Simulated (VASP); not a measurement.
Wanted: the native input for a VASP 6.6.1 run.

```
Task                   : single point
Functional             : PBE
Potentials or basis    : VASP PAW PBE potentials, release 64 (Pd)
Cutoff                 : 520 eV
k mesh                 : 14 × 14 × 14
Occupations            : fermi-dirac, width 0.6 eV
Spin                   : collinear spin, ferromagnetic start
Starting moments       : [0.288] μB
Dipole correction      : no
Further INCAR settings : ALGO = Normal; EDIFF = 1e-06; NBANDS = 15
```

The structure of Pd lies in POSCAR:

```
Pd
1.0
    0.0000000000      1.9737080107      1.9737080107
    1.9737080107      0.0000000000      1.9737080107
    1.9737080107      1.9737080107      0.0000000000
Pd
1
Direct
    0.0000000000      0.0000000000      0.0000000000
```

One way to write it, as run:

INCAR

```
PREC = Accurate ; ENCUT = 520
EDIFF = 1E-6 ; ISMEAR = -1
SIGMA = 0.6 ; LREAL = F
LASPH = T ; NELM = 150
ALGO = Normal ; ISIF = 2
LWAVE = F ; LCHARG = F
ISPIN = 2 ; MAGMOM = 0.288
LORBIT = 11 ; LMAXMIX = 4
GGA = PE ; NBANDS = 15
```

KPOINTS

```
Automatic mesh
0
Gamma
  14 14 14
```

Potentials or basis: VASP PAW PBE potentials, release 64 (Pd).

Run with:

```sh
$ cat potpaw_PBE.64/Pd/POTCAR > POTCAR
$ mpirun -np 1 vasp_std > vasp.out
```

It gave:

- Pressure: 4.9 GPa
- Band gap on the k mesh: zero (filled and empty bands overlap)
- Net moment: 0.00 μB per cell
- Valence electrons inside the program's atomic spheres: Pd 9.35

Wall time 81 s on 1 thread of Intel Xeon 8259CL (shared host), peak memory 0.17 GiB.
